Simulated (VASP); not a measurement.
A run of VASP 6.6.1:

The input POSCAR:

```
LiF
1.0
    0.0000000000      1.9728864230      1.9728864230
    1.9728864230      0.0000000000      1.9728864230
    1.9728864230      1.9728864230      0.0000000000
F Li
1 1
Direct
    0.5000000000      0.5000000000      0.5000000000
    0.0000000000      0.0000000000      0.0000000000
```

Contents of INCAR.step1:

```
SYSTEM = LiF
ALGO     = Normal         ! electronic algorithm
EDIFF    = 1E-5           ! SCF threshold, eV
ENCUT    = 520            ! plane-wave cutoff, eV
GGA      = PE             ! functional
ISIF     = 2              ! what is computed and relaxed
ISMEAR   = -1             ! smearing method
LASPH    = .True.         ! aspherical terms in the spheres
LCHARG   = .False.        ! write CHGCAR
LREAL    = .False.        ! projectors in reciprocal space
LWAVE    = .True.         ! write WAVECAR
NBANDS   = 12             ! bands
NELM     = 80             ! most SCF steps
PREC     = Accurate       ! precision mode
SIGMA    = 0.05           ! smearing width, eV
```

Contents of INCAR.step2:

```
SYSTEM = LiF
AEXX     = 0.25           ! exact-exchange fraction
ALGO     = Normal         ! electronic algorithm
EDIFF    = 1E-7           ! SCF threshold, eV
ENCUT    = 520            ! plane-wave cutoff, eV
GGA      = PE             ! functional
ISIF     = 2              ! what is computed and relaxed
ISMEAR   = -1             ! smearing method
ISTART   = 1            
LASPH    = .True.         ! aspherical terms in the spheres
LCHARG   = .False.        ! write CHGCAR
LHFCALC  = .True.         ! exact exchange
LREAL    = .False.        ! projectors in reciprocal space
LWAVE    = .False.        ! write WAVECAR
NBANDS   = 12             ! bands
NELM     = 80             ! most SCF steps
PREC     = Accurate       ! precision mode
PRECFOCK = Normal       
SIGMA    = 0.05           ! smearing width, eV
```

Contents of KPOINTS:

```
k-points
0
Gamma
  8 8 8
  0 0 0
```

Potentials or basis: VASP PAW PBE potentials, release 64 (F, Li_sv).

The run is started by

```console
$ cat potpaw_PBE.64/F/POTCAR potpaw_PBE.64/Li_sv/POTCAR > POTCAR
$ cp INCAR.step1 INCAR
$ mpirun -np 1 vasp_std > vasp.out
$ cp INCAR.step2 INCAR
$ mpirun -np 1 vasp_std > vasp.out
```

Hardware: 1 thread of Intel(R) Xeon(R) Platinum 8488C (Sapphire Rapids), with other jobs on the host.

**Question.** Estimate the wall time of this run.

**Answer.** Wall time 8.5 min on 1 thread of Intel(R) Xeon(R) Platinum 8488C (Sapphire Rapids), on a shared host, peak memory 0.15 GiB. Counts: k points 29.
